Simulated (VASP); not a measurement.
Ru, 2 atoms in the cell. The structure is cubic, space group Fd-3m (No. 227). The conventional cell has a = 5.414 Å, b = 5.414 Å, c = 5.414 Å, α = 90.00°, β = 90.00°, γ = 90.00°. Ru (site symmetry -43m) has 4 Ru at 2.34 Å within 3.1 Å. This isn't the form of Ru at room conditions, which is hcp.

```yaml
Program: VASP 6.6.1
Task: single point
Functional: r2SCAN
Potentials_or_basis: VASP PAW PBE potentials, release 64 (Ru_pv)
Cutoff: 520 eV
k_mesh: 10 × 10 × 10
Occupations: fermi-dirac, width 0.1 eV
Spin: no spin polarisation
Dipole_correction: no
Further_INCAR_settings: ALGO = Normal; EDIFF = 1e-06; NBANDS = 21
```

Potentials or basis: VASP PAW PBE potentials, release 64 (Ru_pv).

Command:

```sh
$ cat potpaw_PBE.64/Ru_pv/POTCAR > POTCAR
$ cp INCAR.step1 INCAR
$ mpirun -np 1 vasp_std > vasp.out
$ cp INCAR.step2 INCAR
$ mpirun -np 1 vasp_std > vasp.out
```

Hardware: 1 thread of AMD EPYC 9R45 96-Core Processor (Zen 5), with other jobs on the host.

**Question.** How long does it take, and how much memory?

**Answer.** Run time: 68 s on 1 thread of AMD EPYC 9R45 96-Core Processor (Zen 5), on a shared host, peak memory 0.15 GiB. Counts: k points 47.
